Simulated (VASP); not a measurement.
Si2Sn: relaxation of cell and atoms with PBE

The system is Si2Sn.

```xyz
6
Lattice="3.6739 0.0000 0.0000 -1.8370 3.1817 0.0000 0.0000 0.0000 10.5907" Properties=species:S:1:pos:R:3 pbc="T T T"
Si    0.0000    2.1211    5.2954
Si    1.8370    1.0606    0.0000
Si    1.8370    1.0606    3.9168
Si    1.8370    1.0606    6.6740
Sn    0.0000    2.1211    8.7666
Sn    0.0000    2.1211    1.8242
```

- Program: VASP 6.6.1
- Task: relaxation of cell and atoms
- Functional: PBE
- Potentials or basis: VASP PAW PBE potentials, release 64 (Si, Sn_d)
- Cutoff: 600 eV
- k mesh: 12 × 12 × 4
- Occupations: gaussian, width 0.1 eV
- Spin: no spin polarisation
- Dipole correction: no
- Further INCAR settings: ALGO = Normal; EDIFF = 1e-06; IBRION = 2; EDIFFG = -0.01; NSW = 100; ISIF = 3

```
Relaxed volume                         : 20.86 Å³/atom
Relaxed cell                           : a = 3.661 Å, b = 3.661 Å, c = 10.785 Å, α = 90.00°, β = 90.00°, γ = 120.00°
Space group after relaxing (to 0.05 Å) : P-6m2 (No. 187)
Energy gained by relaxing              : 4.6 meV/atom
Ionic steps                            : 13
Pressure after relaxing                : 0.0 GPa
Band gap on the k mesh                 : zero (band 22 reaches 9.76 eV, above the bottom of band 23 at 5.59 eV)
```

Step by step:
```csv
step,energy change (eV),largest force (eV/Å),pressure (GPa),volume (Å³)
1,0.0000,0.1649,0.37,123.80
2,-0.0165,0.2134,-0.20,124.64
3,-0.0173,0.2353,-0.34,124.87
4,-0.0238,0.1107,0.11,124.33
5,-0.0247,0.0485,0.38,124.03
6,-0.0269,0.0453,0.08,124.87
7,-0.0270,0.0449,0.01,125.08
8,-0.0270,0.0451,-0.01,125.11
9,-0.0273,0.0308,-0.02,125.18
10,-0.0275,0.0144,-0.05,125.26
11,-0.0275,0.0098,-0.07,125.30
12,-0.0275,0.0102,0.09,125.06
13,-0.0276,0.0017,0.02,125.18
```

Final structure:
```xyz
6
Lattice="3.6609 0.0000 0.0000 -1.8305 3.1705 0.0000 0.0000 0.0000 10.7847" Properties=species:S:1:pos:R:3 pbc="T T T"
Si    0.0000    2.1136    5.3924
Si    1.8305    1.0568    0.0000
Si    1.8305    1.0568    4.0251
Si    1.8305    1.0568    6.7597
Sn    0.0000    2.1136    8.9697
Sn    0.0000    2.1136    1.8150
```

Levels at points of the mesh, in eV from the Fermi level:
```tsv
k point	band 20	band 21	band 22	band 23	band 24	band 25
(0.00, 0.00, 0.00)	1.53	1.53	1.58	2.37	2.37	2.93
(0.50, 0.00, 0.00)	-2.59	-1.85	-0.65	0.22	0.35	1.39
(0.00, 0.00, 0.50)	1.39	1.39	2.07	2.68	2.68	2.93
(0.50, 0.00, 0.50)	-1.52	-1.29	-0.87	0.30	0.47	0.93
```

Wall time 24 min on 1 thread of Intel(R) Xeon(R) Platinum 8259CL CPU @ 2.50GHz (Skylake/Cascade Lake), with other jobs on the host, peak memory 0.41 GiB.

Caveat: spin-orbit coupling is left out, which moves the levels of the heavy elements.
